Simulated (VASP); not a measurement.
Here is a VASP 6.6.1 calculation.

Contents of INCAR:

```
PREC = Accurate ; ENCUT = 600
EDIFF = 1E-6 ; ISMEAR = 0
SIGMA = 0.1 ; LREAL = False
LASPH = True ; NELM = 120
ALGO = Normal ; ISIF = 2
LWAVE = False ; LCHARG = True
GGA = PE ; LELF = True
LVHAR = True ; NBANDS = 7
GGA_COMPAT = False
```

File KPOINTS:

```
regular mesh
0
Gamma
  15 15 14
```

The input POSCAR:

```
Mg
1.0
    3.0357803734      0.0000000000      0.0000000000
   -1.5178901868      2.6290629237      0.0000000000
    0.0000000000      0.0000000000      3.1216892703
Mg
1
Direct
    0.0000000000      0.0000000000      0.0000000000
```

Potentials or basis: VASP PAW PBE potentials, release 64 (Mg).

Run with:

```bash
$ cat potpaw_PBE.64/Mg/POTCAR > POTCAR
$ mpirun -np 1 vasp_std > vasp.out
```

What does it give for the band gap on the k mesh?

Zero (bands 1 and 2 overlap by 5.28 eV).

Estimate the pressure.

1.0 GPa.

Stress tensor (GPa, compression positive):
```
 1.90  0.00  0.00
 0.00  1.90  0.00
 0.00  0.00 -0.73
```

Caveat: the cell differs from its parent crystal (strained).
